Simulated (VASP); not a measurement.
# AlFe (P4/mmm) in VASP: a series of runs, part 2 of 2

VASP 6.6.1.

### 3 Single point, PBEsol, collinear spin, ferromagnetic start (9.67 Å³/atom)

This run uses another cell than the first one, of 9.67 Å³/atom.

INCAR

```
ALGO = Normal
EDIFF = 1E-6
ENCUT = 520
GGA = PS
ISIF = 2
ISMEAR = 0
ISPIN = 2
LASPH = True
LCHARG = False
LMAXMIX = 4
LORBIT = 11
LREAL = False
LWAVE = False
MAGMOM = 0 0.75
NBANDS = 16
NELM = 150
PREC = Accurate
SIGMA = 0.15
```

KPOINTS

```
k-points
0
Gamma
  18 18 18
```

POSCAR

```
AlFe
1.0
    2.5235350492      0.0000000000      0.0000000000
    0.0000000000      2.5235350492      0.0000000000
    0.0000000000      0.0000000000      3.0375791387
Al Fe
1 1
Direct
    0.0000000000      0.0000000000      0.0000000000
    0.5000000000      0.5000000000      0.5000000000
```

Potentials or basis: VASP PAW PBE potentials, release 64 (Al, Fe).

Launch:

```
cat potpaw_PBE.64/Al/POTCAR potpaw_PBE.64/Fe/POTCAR > POTCAR
mpirun -np 1 vasp_std > vasp.out
```

OUTCAR:

```text
EDIFF = 1E-6
   ENCUT = 520
   GGA = PS
   ISIF = 2
   ISMEAR = 0
   ISPIN = 2
   LASPH = True
   LORBIT = 11
   LREAL = False
   NELM = 150
   PREC = Accurate

 ion  position               nearest neighbor table
   1  0.000  0.000  0.000-   2 2.34   2 2.34   2 2.34   2 2.34   2 2.34   2 2.34   2 2.34   2 2.34

   2  0.500  0.500  0.500-   1 2.34   1 2.34   1 2.34   1 2.34   1 2.34   1 2.34   1 2.34   1 2.34

  LATTYP: Found a simple tetragonal cell.
 ALAT       =     2.5235350492
 C/A-ratio  =     1.2037000000

  Lattice vectors:

 A1 = (   2.5235350492,   0.0000000000,   0.0000000000)
 A2 = (   0.0000000000,   2.5235350492,   0.0000000000)
 A3 = (   0.0000000000,   0.0000000000,   3.0375791387)

Analysis of symmetry for initial positions (statically):
=====================================================================
 Subroutine PRICEL returns:
 Original cell was already a primitive cell.

 Routine SETGRP: Setting up the symmetry group for a
 simple tetragonal supercell.

 Subroutine GETGRP returns: Found 16 space group operations
 (whereof 16 operations were pure point group operations)
 out of a pool of 16 trial point group operations.

The static configuration has the point symmetry D_4h.

Analysis of symmetry for dynamics (positions and initial velocities):
=====================================================================
 Subroutine PRICEL returns:
 Original cell was already a primitive cell.

 Routine SETGRP: Setting up the symmetry group for a
 simple tetragonal supercell.

 Subroutine GETGRP returns: Found 16 space group operations
 (whereof 16 operations were pure point group operations)
 out of a pool of 16 trial point group operations.

The dynamic configuration has the point symmetry D_4h.

Analysis of structural, dynamic, and magnetic symmetry:
=====================================================================
 Subroutine PRICEL returns:
 Original cell was already a primitive cell.

 Routine SETGRP: Setting up the symmetry group for a
 simple tetragonal supercell.

 Subroutine GETGRP returns: Found 16 space group operations
 (whereof 16 operations were pure point group operations)
 out of a pool of 16 trial point group operations.

The overall configuration has the point symmetry D_4h.

 Subroutine INISYM returns: Found 16 space group operations
 (whereof 16 operations are pure point group operations),
 and found     1 'primitive' translations

----------------------------------------------------------------------------------------

                                     Primitive cell

  volume of cell :      19.3440

  direct lattice vectors                    reciprocal lattice vectors
     2.523535049  0.000000000  0.000000000     0.396269511  0.000000000  0.000000000
     0.000000000  2.523535049  0.000000000     0.000000000  0.396269511  0.000000000
     0.000000000  0.000000000  3.037579139     0.000000000  0.000000000  0.329209530

  length of vectors
     2.523535049  2.523535049  3.037579139     0.396269511  0.396269511  0.329209530

  position of ions in fractional coordinates (direct lattice)
     0.000000000  0.000000000  0.000000000
     0.500000000  0.500000000  0.500000000

  ion indices of the primitive-cell ions
   primitive index   ion index
                 1           1
[... 70 lines left out ...]
   LASPH  =      T    aspherical Exc in radial PAW
   ENCUT  =  520.0 eV  38.22 Ry    6.18 a.u.   4.69  4.69  5.65*2*pi/ulx,y,z
   NELM   =    150;   NELMIN=  2; NELMDL= -5     # of ELM steps
   EDIFF  = 0.1E-05   stopping-criterion for ELM
   LREAL  =      F    real-space projection
   EDIFFG = 0.1E-04   stopping-criterion for IOM
   NSW    =      0    number of steps for IOM
   IBRION =     -1    ionic relax: 0-MD 1-quasi-New 2-CG
   NFREE  =      0    steps in history (QN), initial steepest desc. (CG)
   ISIF   =      2    stress and relaxation
   ISYM   =      2    0-nonsym 1-usesym 2-fastsym
   POTIM  = 0.5000    time-step for ionic-motion
   TEBEG  =    0.0;   TEEND  =   0.0 temperature during run
   PSTRESS=    0.0 pullay stress
   NELECT =      11.0000    total number of electrons
   NUPDOWN=      -1.0000    fix difference up-down
   EMIN   =  10.00;   EMAX   =-10.00  energy-range for DOS
   EFERMI =   0.00;   METHOD = LEGACY
   ISMEAR =     0;   SIGMA  =   0.15  broadening in eV -4-tet -1-fermi 0-gaus
   EFERMI_NEDOS =   21; number of points for ismear=-14 and -15
   IALGO  =     38    algorithm
   IMIX   =      4    mixing-type and parameters
     AMIX     =   0.40;   BMIX     =  1.00
     AMIX_MAG =   1.60;   BMIX_MAG =  1.00
  volume/ion in A,a.u.               =       9.67        65.27
  Fermi-wavevector in a.u.,A,eV,Ry     =   1.356304  2.563042 25.028732  1.839560
  Thomas-Fermi vector in A             =   2.483318
   LORBIT       =     11    0 simple, 1 ext, 2 COOP (PROOUT), +10 PAW based schemes
   GGA     = PS    functional components
   LHFCALC =     F    Hartree Fock is set to
   AEXX    =    0.0000 exact exchange contribution
   IVDW    =     0    specifies the selected vdW correction
   LEPSILON=     F    determine dielectric tensor
   LRPA    =     F    only Hartree local field effects (RPA)
 spin polarized calculation
 Gauss-broadening in eV      SIGMA  =   0.15
  energy-cutoff  :      520.00
  volume of cell :       19.34
 maximum number of plane-waves:       540
 NGX is ok and might be reduce to    20
   NGX =  9   NGY =  9   NGZ = 11

 number of electron      10.9999996 magnetization      -0.1867465

 number of electron      10.9999996 magnetization       0.0014078

 Free energy of the ion-electron system (eV)
  ---------------------------------------------------
  ext. energy  EPLUGINS =         0.00000000
  ---------------------------------------------------
  free energy    TOTEN  =       -12.97765866 eV

  energy without entropy =      -12.95308870  energy(sigma->0) =      -12.96537368

 E-fermi :  10.2815     XC(G=0): -13.2784

 val. band max:       10.2807342557   @ k =   0.2222   0.0556   0.0000
 cond. band min:      10.2824445367   @ k =   0.4444   0.0556   0.1667
 fundamental gap:      0.0017102810
 Fermi energy:        10.2814827809

 spin component 1

 k-point     1 :       0.0000    0.0000    0.0000
  band No.  band energies     occupation
      1      -1.4194      1.00000
      2       6.7800      1.00000
      3       7.2850      1.00000
      4      10.2572      0.59065
      5      10.2572      0.59065
      6      10.9511      0.00000
[... 435 lines left out ...]
      5       9.7443      1.00000
      6      10.1383      0.91142
[... 8 lines left out ...]
     15      31.8932      0.00000
     16      36.1144      0.00000

 [... further k-points ...]

 spin component 2

 k-point     1 :       0.0000    0.0000    0.0000
  band No.  band energies     occupation
      1      -1.4192      1.00000
      2       6.7787      1.00000
      3       7.2858      1.00000
      4      10.2606      0.57787
      5      10.2606      0.57787
      6      10.9514      0.00000
[... 435 lines left out ...]
      5       9.7444      1.00000
      6      10.1417      0.90616
[... 8 lines left out ...]
     15      31.8938      0.00000
     16      36.1145      0.00000

 [... further k-points ...]

------------------------ aborting loop because EDIFF is reached ----------------------------------------

  FORCE on cell =-STRESS in cart. coord.  units (eV):
  Direction    XX          YY          ZZ          XY          YZ          ZX
  --------------------------------------------------------------------------------------
  -------------------------------------------------------------------------------------
  Total        7.6235257      7.6235257      3.4773591      0.0000000      0.0000000      0.0000000
  in kB      631.4226653    631.4226653    288.0141573      0.0000000      0.0000000      0.0000000
  external PRESSURE =     516.9531626 kB  Pullay stress =       0.0000000 kB

 VOLUME and BASIS-vectors are now :
 -----------------------------------------------------------------------------
  energy-cutoff  :      520.00
  volume of cell :       19.34
      direct lattice vectors                 reciprocal lattice vectors
     2.523535049  0.000000000  0.000000000     0.396269511  0.000000000  0.000000000
     0.000000000  2.523535049  0.000000000     0.000000000  0.396269511  0.000000000
     0.000000000  0.000000000  3.037579139     0.000000000  0.000000000  0.329209530

 POSITION                                       TOTAL-FORCE (eV/Angst)
 -----------------------------------------------------------------------------------
      0.00000      0.00000      0.00000         0.000000      0.000000      0.000000
      1.26177      1.26177      1.51879         0.000000      0.000000      0.000000
 -----------------------------------------------------------------------------------
    total drift:                               -0.000000      0.000000      0.000000

  FREE ENERGIE OF THE ION-ELECTRON SYSTEM (eV)
  ---------------------------------------------------
  free  energy   TOTEN  =       -12.9776586639 eV

  energy  without entropy=      -12.9530887003  energy(sigma->0) =      -12.96537368

 total charge

# of ion       s       p       d       tot
------------------------------------------
    1        0.440   0.549   0.000   0.990
    2        0.537   0.687   6.711   7.936
--------------------------------------------------
tot          0.978   1.237   6.711   8.925

 magnetization (x)

# of ion       s       p       d       tot
------------------------------------------
    1       -0.000  -0.000   0.000  -0.000
    2        0.000   0.000   0.002   0.002
--------------------------------------------------
tot         -0.000   0.000   0.002   0.002
```

Run time: 4.5 min. Hardware: 1 thread of Intel Xeon 6975P-C (Granite Rapids), shared host; peak memory 0.37 GiB.

What came out:

```
Free energy                                           : -12.9777 eV
Pressure                                              : 51.7 GPa
Net moment                                            : 0.00 μB per cell
Valence electrons inside the program's atomic spheres : Al 0.99; Fe 7.94
```

Caveat: the cell stands under pressure; the PAW data sets were made with another functional, which shifts forces and pressure a little.
